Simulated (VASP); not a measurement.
# Sb in VASP: a series of runs

The runs below take Sb through single point, with PBE+D3(BJ).

Everything below comes from runs of VASP 6.6.1. Logs are shortened: lines on timing, memory, paths and dates and some standing lists are left out, and cuts for length are marked.

## Step 1: The cell of the first run

The cell holds a slab with vacuum, 4 atoms: a = 4.069 Å, b = 4.069 Å, c = 20.800 Å, α = 90.00°, β = 90.00°, γ = 120.00°.

## Step 2: Single point, PBE+D3(BJ) (layers slid over each other, then relaxed in part)

File INCAR:

```
PREC = Accurate
ENCUT = 400
EDIFF = 1E-6
ISMEAR = 0
SIGMA = 0.05
LREAL = False
LASPH = True
NELM = 120
ALGO = Normal
ISIF = 2
LWAVE = False
LCHARG = True
LDIPOL = True
IDIPOL = 3
DIPOL = 0.5 0.5 0.370
GGA = PE
IVDW = 12
LELF = True
LVHAR = True
LVACPOTAV = True
NBANDS = 38
GGA_COMPAT = False
NELMDL = -8
```

File KPOINTS:

```
Automatic mesh
0
Gamma
  9 9 1
```

File POSCAR:

```
Sb
1.0
    4.0686848921      0.0000000000      0.0000000000
   -2.0343424461      3.5235844766      0.0000000000
    0.0000000000      0.0000000000     20.8000277116
Sb
4
Direct
    0.3333333333      0.6666666667      0.2956483879
    0.6666666667      0.3333333333      0.2163458656
    0.0000000000      1.4444444444      0.5237689668
    0.3333333333      1.1111111111      0.4444640659
```

Potentials or basis: VASP PAW PBE potentials, release 64 (Sb_d_GW).

Run with:

```bash
$ cat potpaw_PBE.64/Sb_d_GW/POTCAR > POTCAR
$ mpirun -np 1 vasp_std > vasp.out
```

OUTCAR:

```text
PREC = Accurate
   ENCUT = 400
   EDIFF = 1E-6
   ISMEAR = 0
   LREAL = False
   LASPH = True
   NELM = 120
   ISIF = 2
   GGA = PE
   IVDW = 12
   NELMDL = -8
 IVDW          = 12

 ion  position               nearest neighbor table
   1  0.333  0.667  0.296-   2 2.87   2 2.87   2 2.87
   2  0.667  0.333  0.216-   1 2.87   1 2.87   1 2.87
   3  0.000  0.444  0.524-   4 2.87   4 2.87   4 2.87
   4  0.333  0.111  0.444-   3 2.87   3 2.87   3 2.87

  LATTYP: Found a hexagonal cell.
 ALAT       =     4.0686848921
 C/A-ratio  =     5.1122237930

  Lattice vectors:

 A1 = (   4.0686848921,   0.0000000000,   0.0000000000)
 A2 = (  -2.0343424461,   3.5235844766,   0.0000000000)
 A3 = (   0.0000000000,   0.0000000000,  20.8000277116)

Analysis of symmetry for initial positions (statically):
=====================================================================
 Subroutine PRICEL returns:
 Original cell was already a primitive cell.

 Routine SETGRP: Setting up the symmetry group for a
 hexagonal supercell.

 Subroutine GETGRP returns: Found  2 space group operations
 (whereof  1 operations were pure point group operations)
 out of a pool of 24 trial point group operations.

The static configuration has the point symmetry C_1 .
 The point group associated with its full space group is S_2 .

Analysis of symmetry for dynamics (positions and initial velocities):
=====================================================================
 Subroutine PRICEL returns:
 Original cell was already a primitive cell.

 Routine SETGRP: Setting up the symmetry group for a
 hexagonal supercell.

 Subroutine GETGRP returns: Found  2 space group operations
 (whereof  1 operations were pure point group operations)
 out of a pool of 24 trial point group operations.

The dynamic configuration has the point symmetry C_1 .
 The point group associated with its full space group is S_2 .

 Subroutine INISYM returns: Found  2 space group operations
 (whereof  1 operations are pure point group operations),
 and found     1 'primitive' translations

----------------------------------------------------------------------------------------

                                     Primitive cell

  volume of cell :     298.1966

  direct lattice vectors                    reciprocal lattice vectors
     4.068684892  0.000000000  0.000000000     0.245779663  0.141900954  0.000000000
    -2.034342446  3.523584477  0.000000000     0.000000000  0.283801909  0.000000000
     0.000000000  0.000000000 20.800027712     0.000000000  0.000000000  0.048076859

  length of vectors
     4.068684892  4.068684892 20.800027712     0.283801909  0.283801909  0.048076859

  position of ions in fractional coordinates (direct lattice)
     0.333333333  0.666666667  0.295648388
     0.666666667  0.333333333  0.216345866
     0.000000000  0.444444444  0.523768967
     0.333333333  0.111111111  0.444464066

  ion indices of the primitive-cell ions
   primitive index   ion index
                 1           1
                 2           2
                 3           3
                 4           4

----------------------------------------------------------------------------------------

 KPOINTS: Automatic mesh

Automatic generation of k-mesh.
 Grid dimensions read from file:
 generate k-points for:    9    9    1

 Generating k-lattice:

  Cartesian coordinates                     Fractional coordinates (reciprocal lattice)
     0.027308851  0.015766773  0.000000000     0.111111111 -0.000000000  0.000000000
     0.000000000  0.031533545  0.000000000     0.000000000  0.111111111  0.000000000
     0.000000000  0.000000000  0.048076859     0.000000000  0.000000000  1.000000000

  Length of vectors
     0.031533545  0.031533545  0.048076859

  Shift w.r.t. Gamma in fractional coordinates (k-lattice)
     0.000000000  0.000000000  0.000000000

 Subroutine IBZKPT returns following result:
 ===========================================

 Found     41 irreducible k-points:

 Following reciprocal coordinates:
            Coordinates               Weight
  0.000000  0.000000  0.000000      1.000000
  0.111111 -0.000000  0.000000      2.000000
  0.000000  0.111111  0.000000      2.000000
 -0.111111  0.111111  0.000000      2.000000
  0.222222 -0.000000  0.000000      2.000000
  0.000000  0.222222  0.000000      2.000000
[... 16 lines left out ...]
  0.333333  0.111111  0.000000      2.000000
 -0.111111  0.444444  0.000000      2.000000
 [... further k-points ...]
   k-points           NKPTS =     41   k-points in BZ     NKDIM =     41   number of bands    NBANDS=     38
   number of dos      NEDOS =    301   number of ions     NIONS =      4
   total plane-waves  NPLWV = 109760
   dimension x,y,z NGX =    28 NGY =   28 NGZ =  140
   dimension x,y,z NGXF=    56 NGYF=   56 NGZF=  280
   ions per type =               4
   NGX,Y,Z   is equivalent  to a cutoff of  11.44, 11.44, 11.19 a.u.
   NGXF,Y,Z  is equivalent  to a cutoff of  22.88, 22.88, 22.38 a.u.
 SYSTEM =  unknown system
   PREC   = accura    normal or accurate (medium, high low for compatibility)
   ISTART =      0    job   : 0-new  1-cont  2-samecut
   ICHARG =      2    charge: 1-file 2-atom 10-const
   ISPIN  =      1    spin polarized calculation?
   LNONCOLLINEAR =      F non collinear calculations
   LSORBIT =      F    spin-orbit coupling
   LASPH  =      T    aspherical Exc in radial PAW
   ENCUT  =  400.0 eV  29.40 Ry    5.42 a.u.   6.63  6.63 33.92*2*pi/ulx,y,z
   NELM   =    120;   NELMIN=  2; NELMDL= -8     # of ELM steps
   EDIFF  = 0.1E-05   stopping-criterion for ELM
   LREAL  =      F    real-space projection
   EDIFFG = 0.1E-04   stopping-criterion for IOM
   NSW    =      0    number of steps for IOM
   IBRION =     -1    ionic relax: 0-MD 1-quasi-New 2-CG
   NFREE  =      0    steps in history (QN), initial steepest desc. (CG)
   ISIF   =      2    stress and relaxation
   ISYM   =      2    0-nonsym 1-usesym 2-fastsym
   POTIM  = 0.5000    time-step for ionic-motion
   TEBEG  =    0.0;   TEEND  =   0.0 temperature during run
   PSTRESS=    0.0 pullay stress
   NELECT =      60.0000    total number of electrons
   NUPDOWN=      -1.0000    fix difference up-down
   EMIN   =  10.00;   EMAX   =-10.00  energy-range for DOS
   EFERMI =   0.00;   METHOD = LEGACY
   ISMEAR =     0;   SIGMA  =   0.05  broadening in eV -4-tet -1-fermi 0-gaus
   EFERMI_NEDOS =   21; number of points for ismear=-14 and -15
   IALGO  =     38    algorithm
   IMIX   =      4    mixing-type and parameters
     AMIX     =   0.40;   BMIX     =  1.00
     AMIX_MAG =   1.60;   BMIX_MAG =  1.00
  volume/ion in A,a.u.               =      74.55       503.08
  Fermi-wavevector in a.u.,A,eV,Ry     =   0.959307  1.812828 12.521037  0.920270
  Thomas-Fermi vector in A             =   2.088492
   LORBIT       =      0    0 simple, 1 ext, 2 COOP (PROOUT), +10 PAW based schemes
   GGA     = PE    functional components
   LHFCALC =     F    Hartree Fock is set to
   AEXX    =    0.0000 exact exchange contribution
   IVDW    =    12    specifies the selected vdW correction
   LEPSILON=     F    determine dielectric tensor
   LRPA    =     F    only Hartree local field effects (RPA)
 non-spin polarized calculation
 Gauss-broadening in eV      SIGMA  =   0.05
  energy-cutoff  :      400.00
  volume of cell :      298.20
 maximum number of plane-waves:      5503
   NGX = 13   NGY = 13   NGZ = 67

 dipolmoment           0.000000      0.000000     -0.000001 electrons x Angstroem

 number of electron      60.0000018 magnetization

 dipolmoment           0.000000      0.000000      0.000344 electrons x Angstroem

 Free energy of the ion-electron system (eV)
  ---------------------------------------------------
  ext. energy  EPLUGINS =         0.00000000
  ---------------------------------------------------
  free energy    TOTEN  =       -16.25172770 eV

  energy without entropy =      -16.25172770  energy(sigma->0) =      -16.25172770

 E-fermi :  -0.3131     XC(G=0):  -4.7932

 val. band max:       -0.4976967779   @ k =  -0.1111   0.1111   0.0000
 cond. band min:      -0.1292958955   @ k =   0.3333  -0.0000   0.0000
 fundamental gap:      0.3684008825
 Fermi energy:        -0.3130962201

 k-point     1 :       0.0000    0.0000    0.0000
  band No.  band energies     occupation
      1     -29.5651      2.00000
      2     -29.5629      2.00000
      3     -29.5619      2.00000
      4     -29.5579      2.00000
      5     -29.4882      2.00000
      6     -29.4854      2.00000
[... 30 lines left out ...]
     37       3.3323      0.00000
     38       3.5606      0.00000

 k-point     2 :       0.1111   -0.0000    0.0000
  band No.  band energies     occupation
      1     -29.5622      2.00000
      2     -29.5586      2.00000
      3     -29.5571      2.00000
      4     -29.5550      2.00000
      5     -29.4855      2.00000
      6     -29.4835      2.00000
[... 30 lines left out ...]
     37       3.5026      0.00000
     38       3.7251      0.00000

 k-point     3 :       0.0000    0.1111    0.0000
  band No.  band energies     occupation
      1     -29.5639      2.00000
      2     -29.5609      2.00000
      3     -29.5562      2.00000
      4     -29.5518      2.00000
      5     -29.4876      2.00000
      6     -29.4844      2.00000
[... 30 lines left out ...]
     37       3.5018      0.00000
     38       3.7340      0.00000

 k-point     4 :      -0.1111    0.1111    0.0000
  band No.  band energies     occupation
      1     -29.5633      2.00000
      2     -29.5603      2.00000
      3     -29.5568      2.00000
      4     -29.5525      2.00000
      5     -29.4864      2.00000
      6     -29.4831      2.00000
[... 30 lines left out ...]
     37       3.4968      0.00000
     38       3.7420      0.00000
[... 703 lines left out ...]
      4     -29.5199      2.00000
      5     -29.4799      2.00000
      6     -29.4765      2.00000
[... 30 lines left out ...]
     37       4.2042      0.00000
     38       4.4341      0.00000

 k-point    23 :       0.3333    0.1111    0.0000
  band No.  band energies     occupation
      1     -29.5556      2.00000
      2     -29.5510      2.00000
      3     -29.4991      2.00000
      4     -29.4959      2.00000
      5     -29.4745      2.00000
      6     -29.4703      2.00000
[... 30 lines left out ...]
     37       4.2554      0.00000
     38       4.8533      0.00000

 k-point    24 :      -0.1111    0.4444    0.0000
  band No.  band energies     occupation
      1     -29.5570      2.00000
      2     -29.5540      2.00000
      3     -29.4974      2.00000
      4     -29.4943      2.00000
      5     -29.4778      2.00000
      6     -29.4721      2.00000
[... 30 lines left out ...]
     37       4.4875      0.00000
     38       4.9407      0.00000

 [... further k-points ...]

------------------------ aborting loop because EDIFF is reached ----------------------------------------

 Edisp (eV)   -1.27886

 E8    (eV) :    -0.6158

  FORCE on cell =-STRESS in cart. coord.  units (eV):
  Direction    XX          YY          ZZ          XY          YZ          ZX
  --------------------------------------------------------------------------------------
  -------------------------------------------------------------------------------------
  Total       0.29123     0.32275    -0.25666    -0.31179     0.36937    -0.16991
  in kB       1.56477     1.73408    -1.37898    -1.67523     1.98461    -0.91288
  external pressure =        0.64 kB  Pullay stress =        0.00 kB

 VOLUME and BASIS-vectors are now :
 -----------------------------------------------------------------------------
  energy-cutoff  :      400.00
  volume of cell :      298.20
      direct lattice vectors                 reciprocal lattice vectors
     4.068684892  0.000000000  0.000000000     0.245779663  0.141900954  0.000000000
    -2.034342446  3.523584477  0.000000000     0.000000000  0.283801909  0.000000000
     0.000000000  0.000000000 20.800027712     0.000000000  0.000000000  0.048076859

 POSITION                                       TOTAL-FORCE (eV/Angst)
 -----------------------------------------------------------------------------------
     -0.00000      2.34906      6.14949         0.019215     -0.052174      0.001271
      2.03434      1.17453      4.50000         0.017643     -0.032788     -0.005493
     -0.90415      1.56604     10.89441        -0.017643      0.032788      0.005493
      1.13019      0.39151      9.24486        -0.019215      0.052174     -0.001271
 -----------------------------------------------------------------------------------
    total drift:                                0.000143     -0.000135      0.046112

  FREE ENERGIE OF THE ION-ELECTRON SYSTEM (eV)
  ---------------------------------------------------
  free  energy   TOTEN  =       -17.5305864102 eV

  energy  without entropy=      -17.5305864083  energy(sigma->0) =      -17.53058641

 vacuum level on the upper side and lower side of the slab         3.841         3.837
```

Run time: 12 min. Hardware: 1 thread of Intel Xeon Platinum 8259CL at 2.50GHz (Skylake/Cascade Lake), shared host; peak memory 0.48 GiB.

What came out:

| Quantity | Value |
| --- | --- |
| Free energy | -17.5306 eV |
| Largest force | 0.056 eV/Å |
| Dispersion energy per atom | -0.320 eV |

Forces in eV/Å, atoms in the order of the input:
```
Sb   0.019 -0.052  0.001
Sb   0.018 -0.033 -0.005
Sb  -0.018  0.033  0.005
Sb  -0.019  0.052 -0.001
```

Levels at points of the mesh, in eV from the Fermi level:
```csv
k point,band 28,band 29,band 30,band 31,band 32,band 33
"(0.00, 0.00, 0.00)",-0.55,-0.50,-0.36,0.97,1.83,1.95
```

Caveat: the cell differs from its parent crystal (layers slid over each other, then relaxed in part); spin-orbit coupling is left out, which moves the levels of the heavy elements.

## Step 3: Single point, PBE+D3(BJ) (layers slid over each other, then relaxed in part)

File INCAR:

```
  PREC = Accurate
  ENCUT = 400
  EDIFF = 1E-6
  ISMEAR = 0
  SIGMA = 0.05
  LREAL = F
  LASPH = T
  NELM = 120
  ALGO = Normal
  ISIF = 2
  LWAVE = F
  LCHARG = F
  LDIPOL = T
  IDIPOL = 3
  DIPOL = 0.5 0.5 0.378
  GGA = PE
  IVDW = 12
  NBANDS = 38
  GGA_COMPAT = F
  NELMDL = -8
```

KPOINTS is that of step 2.

File POSCAR:

```
Sb
1.0
    4.0686848921      0.0000000000      0.0000000000
   -2.0343424461      3.5235844766      0.0000000000
    0.0000000000      0.0000000000     20.8000277116
Sb
4
Direct
    0.3333333333      0.6666666667      0.2957028575
    0.6666666667      0.3333333333      0.2163458656
    0.0000000000      1.6666666667      0.5398123646
    0.3333333333      1.3333333333      0.4604517197
```

Potentials or basis: VASP PAW PBE potentials, release 64 (Sb_d_GW).

Run with:

```bash
$ cat potpaw_PBE.64/Sb_d_GW/POTCAR > POTCAR
$ mpirun -np 1 vasp_std > vasp.out
```

OUTCAR:

```text
PREC = Accurate
   ENCUT = 400
   EDIFF = 1E-6
   ISMEAR = 0
   LREAL = F
   LASPH = T
   NELM = 120
   ISIF = 2
   GGA = PE
   IVDW = 12
   NELMDL = -8
 IVDW          = 12

 ion  position               nearest neighbor table
   1  0.333  0.667  0.296-   2 2.87   2 2.87   2 2.87
   2  0.667  0.333  0.216-   1 2.87   1 2.87   1 2.87
   3  0.000  0.667  0.540-   4 2.87   4 2.87   4 2.87
   4  0.333  0.333  0.460-   3 2.87   3 2.87   3 2.87

  LATTYP: Found a hexagonal cell.
 ALAT       =     4.0686848921
 C/A-ratio  =     5.1122237930

  Lattice vectors:

 A1 = (   4.0686848921,   0.0000000000,   0.0000000000)
 A2 = (  -2.0343424461,   3.5235844766,   0.0000000000)
 A3 = (   0.0000000000,   0.0000000000,  20.8000277116)

Analysis of symmetry for initial positions (statically):
=====================================================================
 Subroutine PRICEL returns:
 Original cell was already a primitive cell.

 Routine SETGRP: Setting up the symmetry group for a
 hexagonal supercell.

 Subroutine GETGRP returns: Found  2 space group operations
[... 179 lines left out ...]
 fundamental gap:      0.6377900472
 Fermi energy:        -0.4874958876

 k-point     1 :       0.0000    0.0000    0.0000
  band No.  band energies     occupation
      1     -29.5526      2.00000
      2     -29.5513      2.00000
      3     -29.5478      2.00000
      4     -29.5465      2.00000
      5     -29.4750      2.00000
      6     -29.4731      2.00000
[... 973 lines left out ...]
     37       4.3698      0.00000
     38       4.8815      0.00000

 [... further k-points ...]

------------------------ aborting loop because EDIFF is reached ----------------------------------------

 vacuum level on the upper side and lower side of the slab       (xc-potential included)        -0.134        -0.139

 Edisp (eV)   -1.22370

 E8    (eV) :    -0.5876

  FORCE on cell =-STRESS in cart. coord.  units (eV):
  Direction    XX          YY          ZZ          XY          YZ          ZX
  --------------------------------------------------------------------------------------
  -------------------------------------------------------------------------------------
  Total      -0.23480     0.22412    -0.27141    -0.01109    -0.45117     0.32717
  in kB      -1.26155     1.20418    -1.45828    -0.05958    -2.42411     1.75785
  external pressure =       -0.51 kB  Pullay stress =        0.00 kB

 VOLUME and BASIS-vectors are now :
 -----------------------------------------------------------------------------
  energy-cutoff  :      400.00
  volume of cell :      298.20
      direct lattice vectors                 reciprocal lattice vectors
     4.068684892  0.000000000  0.000000000     0.245779663  0.141900954  0.000000000
    -2.034342446  3.523584477  0.000000000     0.000000000  0.283801909  0.000000000
     0.000000000  0.000000000 20.800027712     0.000000000  0.000000000  0.048076859

 POSITION                                       TOTAL-FORCE (eV/Angst)
 -----------------------------------------------------------------------------------
     -0.00000      2.34906      6.15063        -0.041015      0.051820     -0.003677
      2.03434      1.17453      4.50000        -0.028838      0.041065      0.001197
     -1.35623      2.34906     11.22811         0.028838     -0.041065     -0.001197
      0.67811      1.17453      9.57741         0.041015     -0.051820      0.003677
 -----------------------------------------------------------------------------------
    total drift:                               -0.000079      0.000453      0.069450

  FREE ENERGIE OF THE ION-ELECTRON SYSTEM (eV)
  ---------------------------------------------------
  free  energy   TOTEN  =       -17.4773648291 eV

  energy  without entropy=      -17.4773648291  energy(sigma->0) =      -17.47736483

 vacuum level on the upper side and lower side of the slab         3.727         3.724
```

Run time: 6.5 min. Hardware: 1 thread of Intel Xeon 6975P-C (Granite Rapids), shared host; peak memory 0.48 GiB.

What came out:

```yaml
Free_energy: -17.4774 eV
Largest_force: 0.066 eV/Å
Band_gap_on_the_k_mesh: 0.64 eV (least direct gap 1.19 eV)
Dispersion_energy_per_atom: -0.306 eV
```

Forces on the atoms (eV/Å):
```
Sb  -0.041  0.052 -0.004
Sb  -0.029  0.041  0.001
Sb   0.029 -0.041 -0.001
Sb   0.041 -0.052  0.004
```

Caveat: the cell differs from its parent crystal (layers slid over each other, then relaxed in part); spin-orbit coupling is left out, which moves the levels of the heavy elements.
